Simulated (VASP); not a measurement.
Crystal: LiF.

```xyz
4
Lattice="3.2801 0.0000 0.0000 -1.6400 2.8406 0.0000 0.0000 0.0000 3.9996" Properties=species:S:1:pos:R:3 pbc="T T T"
Li    0.0000    1.8938    0.9999
Li    1.6400    0.9469    2.9997
F     1.6400    0.9469    0.9999
F     0.0000    1.8938    2.9997
```

Base run:

- Program: VASP 6.6.1
- Functional: LDA
- Potentials or basis: VASP PAW LDA potentials, release 64 (Li_sv, F)
- Cutoff: 520 eV
- k mesh: 12 × 12 × 6
- Occupations: gaussian, width 0.01 eV
- Spin: no spin polarisation

Its results: band gap on the k mesh 7.50 eV.

The run is repeated on the same cell with these changes: functional from LDA to r2SCAN; potentials or basis from VASP PAW LDA potentials, release 64 (Li_sv, F) to VASP PAW PBE potentials, release 64 (Li_sv, F). What comes out?

Band gap on the k mesh 8.64 eV.

A k mesh can miss the band edges.
